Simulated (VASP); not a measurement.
Runs of VASP 6.6.1 on Mo. The structure is that of space group P6/mmm (No. 191), or close to it. The cells are those of the table. This isn't the form of Mo at room conditions, which is bcc.

```csv
cell,gap on the mesh (eV),pressure (GPa)
"a = 2.941, b = 2.941, c = 2.555 Å, angles 90.0, 90.0, 120.0°, 1 atom",none,(a)
"a = 2.599, b = 2.599, c = 2.555 Å, angles 90.0, 90.0, 120.0°, 1 atom",none,31.5
"a = 2.530, b = 2.530, c = 2.555 Å, angles 90.0, 90.0, 120.0°, 1 atom",none,52.6
"a = 3.009, b = 3.009, c = 2.555 Å, angles 90.0, 90.0, 120.0°, 1 atom",none,-26.6
"a = 2.667, b = 2.667, c = 2.555 Å, angles 90.0, 90.0, 120.0°, 1 atom",none,14.6
"a = 2.975, b = 2.975, c = 2.555 Å, angles 90.0, 90.0, 120.0°, 1 atom",none,-24.7
"a = 2.804, b = 2.804, c = 2.555 Å, angles 90.0, 90.0, 120.0°, 1 atom",none,-8.6
"a = 2.872, b = 2.872, c = 2.555 Å, angles 90.0, 90.0, 120.0°, 1 atom",none,(b)
```

Alike in all rows: task single point; level r2SCAN; potentials or basis VASP PAW PBE potentials, release 64 (Mo_sv); no spin polarisation; k mesh 18 × 18 × 18; cutoff (eV) 520; smearing gaussian 0.15 eV.

**Question.** Fill in the values left out.

**Answer.** (a) -22.3; (b) -16.5.

Caveats: the PAW data sets were made with another functional, which shifts forces and pressure a little; the stress differs along the axes, from -25 to -17 GPa (at least some runs); the stress differs along the axes, from 9 to 43 GPa (at least some runs); the stress differs along the axes, from 19 to 70 GPa (at least some runs); the stress differs along the axes, from -29 to -22 GPa (at least some runs); the stress differs along the axes, from 3 to 20 GPa (at least some runs); the stress differs along the axes, from -27 to -20 GPa (at least some runs).

A k mesh can miss the band edges, and the runs leave out spin-orbit coupling on Mo.

A gap of «none» marks levels without a gap at the run's occupations.
